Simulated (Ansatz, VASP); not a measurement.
## Two plane-wave programs on MgO

File INCAR:

```
SYSTEM = MgO
PREC = Accurate ; ENCUT = 520
EDIFF = 1E-6 ; ISMEAR = 0
SIGMA = 0.05 ; LREAL = .False.
LASPH = .True. ; NELM = 80
ALGO = Normal ; ISIF = 2
LWAVE = .False. ; LCHARG = .True.
GGA = PE ; LELF = .True.
LVHAR = .True. ; NBANDS = 16
```

The input KPOINTS:

```
Automatic mesh
0
Gamma
  9 9 6
  0 0 0
```

The input POSCAR:

```
MgO
1.0
    3.4261860054      0.0000000000      0.0000000000
   -1.7130930027      2.9671641187      0.0000000000
    0.0000000000      0.0000000000      4.1915959590
Mg O
2 2
Direct
    0.6666666667      0.3333333333      0.7500000000
    0.3333333333      0.6666666667      0.2500000000
    0.6666666667      0.3333333333      0.2500000000
    0.3333333333      0.6666666667      0.7500000000
```

Input for Ansatz:

```yaml
crystal:
  lattice:
    - [3.4261860054, 0.0, 0.0]
    - [-1.7130930027, 2.9671641187, 0.0]
    - [0.0, 0.0, 4.191595959]
  atoms:
    - { symbol: Mg, position: [0.6666666667, 0.3333333333, 0.75] }
    - { symbol: Mg, position: [0.3333333333, 0.6666666667, 0.25] }
    - { symbol: O, position: [0.6666666667, 0.3333333333, 0.25] }
    - { symbol: O, position: [0.3333333333, 0.6666666667, 0.75] }
basis:
  ecutwfc: 520.0
kpoints:
  mp_grid: { grid: [9, 9, 6] }
hamiltonian:
  xc: pbe
  pseudopotentials: { kind: paw, azcp: { folder: soft_1 } }
scf:
  occupations: { method: gaussian, width: 0.05 }
output:
  forces: true
  stress: true
  eigenvalues: true
```

Alike in both runs: task single point; functional PBE; k mesh 9 × 9 × 6; occupations gaussian, width 0.05 eV; no spin polarisation.

```csv
,VASP,Ansatz
version,VASP 6.6.1,Ansatz 0.2.0
potentials or method,"VASP PAW PBE potentials, release 64 (Mg, O), cutoff 520 eV","scalar-relativistic, plane waves, PAW"
valence electrons in the cell,16,32
```

```csv
,VASP,Ansatz,Ansatz less VASP
gap on the k mesh at the Fermi level (eV),3.58,3.60,+0.021
least direct gap on the mesh (eV),3.58,3.60,+0.021
pressure (GPa),8.8,9.4,+0.57
"traceless stress, the component that is largest in VASP (GPa)",-2.11,-1.95,+0.160
```

VASP's potentials hold 16 valence electrons a cell and Ansatz's 32, so a difference there can come from the potentials and not from the codes.
